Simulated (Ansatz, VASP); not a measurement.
**BaTe in VASP and in Ansatz**

```xyz
2
Lattice="0.0000 3.4100 3.4100 3.4100 0.0000 3.4100 3.4100 3.4100 0.0000" Properties=species:S:1:pos:R:3 pbc="T T T"
Ba    0.0000    0.0000    0.0000
Te    3.4100    3.4100    3.4100
```

Alike in both runs: task relaxation of cell and atoms; functional LDA; k mesh 12 × 12 × 12; occupations fermi-dirac, width 0.08 eV; no spin polarisation.

|  | VASP | Ansatz |
| --- | --- | --- |
| version | VASP 6.6.1 | Ansatz 0.2.0 |
| potentials or method | VASP PAW LDA potentials, release 64 (Ba_sv, Te) | PAW with Ansatz's default frozen-core files, scalar-relativistic |
| plane-wave cutoff (eV) | 600 | 420 |
| valence electrons in the cell | 16 | 26 |

VASP gave:

```
relaxed volume (Å³/atom)                                     : 40.98
relaxed cell length with the largest relative difference (Å) : 4.876
```

**Question.** Which values does Ansatz return?

**Answer.** Relaxed volume (Å³/atom): 40.46; relaxed cell length with the largest relative difference (Å): 4.855.

LDA's correlation is that of Perdew and Zunger in VASP and of Perdew and Wang (1992) in Ansatz. VASP's potentials hold 16 valence electrons a cell and Ansatz's 26, so a difference there can come from the potentials and not from the codes.

Spin-orbit coupling is off throughout.
